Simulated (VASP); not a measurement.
A run of VASP 6.6.1 is set up as follows.

The input INCAR:

```
PREC = Accurate
ENCUT = 520
EDIFF = 1E-6
ISMEAR = 0
SIGMA = 0.1
LREAL = False
LASPH = True
NELM = 60
ALGO = Fast
ISIF = 2
LWAVE = False
LCHARG = False
LDIPOL = True
IDIPOL = 3
DIPOL = 0.5 0.5 0.415
GGA = PE
IBRION = 2
NSW = 50
EDIFFG = -0.025
```

KPOINTS

```
regular mesh
0
Gamma
  9 9 1
```

POSCAR

```
Al8H
1.0
    2.8535431553      0.0000000000      0.0000000000
   -1.4267715776      2.4712408633      0.0000000000
    0.0000000000      0.0000000000     31.9749291745
Al H
8 1
Selective dynamics
Direct
    0.3333333333      0.6666666667      0.1250980097  F F F
    0.0000000000      0.0000000000      0.1984481219  F F F
    0.6666666667      0.3333333333      0.2717982342  F F F
    0.0000000000      0.0000000000      0.3451483464  F F F
    0.3333333333      0.6666666667      0.4179223923  F F F
    0.0000000000      0.0000000000      0.4916598226  F F F
    0.6666666667      0.3333333333      0.5654146322  F F F
    0.0000000000      0.0000000000      0.6403432221  T T T
    0.0000000000      0.3333333333      0.6774671513  F F T
```

Potentials or basis: VASP PAW PBE potentials, release 64 (Al, H).

The run is started by

```console
$ cat potpaw_PBE.64/Al/POTCAR potpaw_PBE.64/H/POTCAR > POTCAR
$ mpirun -np 1 vasp_std > vasp.out
```

Task: Predict the energy gained by relaxing.

Result: 17.4 meV/atom.

Step by step:
| step | energy change (eV) | largest force on free atoms (eV/Å) | pressure (GPa) |
| --- | --- | --- | --- |
| 1 | 0.0000 | 1.8959 | 0.17 |
| 2 | -0.1242 | 0.0859 | -0.35 |
| 3 | -0.1242 | 0.0835 | -0.34 |
| 4 | -0.1246 | 0.0829 | -0.35 |
| 5 | -0.1256 | 0.0823 | -0.36 |
| 6 | -0.1276 | 0.0854 | -0.38 |
| 7 | -0.1314 | 0.1027 | -0.41 |
| 8 | -0.1384 | 0.1434 | -0.47 |
| 9 | -0.1422 | 0.2674 | -0.47 |
| 10 | -0.1433 | 0.1781 | -0.50 |
| 11 | -0.1445 | 0.2100 | -0.49 |
| 12 | -0.1452 | 0.1898 | -0.50 |
| 13 | -0.1463 | 0.1426 | -0.50 |
| 14 | -0.1465 | 0.1288 | -0.50 |
| 15 | -0.1469 | 0.1117 | -0.51 |
| 16 | -0.1478 | 0.0715 | -0.52 |
| 17 | -0.1476 | 0.1156 | -0.54 |
| 18 | -0.1480 | 0.0648 | -0.53 |
| 19 | -0.1485 | 0.0597 | -0.53 |
| 20 | -0.1496 | 0.0543 | -0.51 |
| 21 | -0.1507 | 0.0788 | -0.47 |
| 22 | -0.1515 | 0.0550 | -0.47 |
| 23 | -0.1517 | 0.0754 | -0.47 |
| 24 | -0.1522 | 0.0721 | -0.46 |
| 25 | -0.1535 | 0.0670 | -0.43 |
| 26 | -0.1540 | 0.0725 | -0.37 |
| 27 | -0.1541 | 0.0698 | -0.39 |
| 28 | -0.1548 | 0.0539 | -0.39 |
| 29 | -0.1557 | 0.0700 | -0.40 |
| 30 | -0.1561 | 0.0536 | -0.41 |
| 31 | -0.1564 | 0.0173 | -0.43 |

Caveat: the highest band is partly filled, so the run has too few bands.
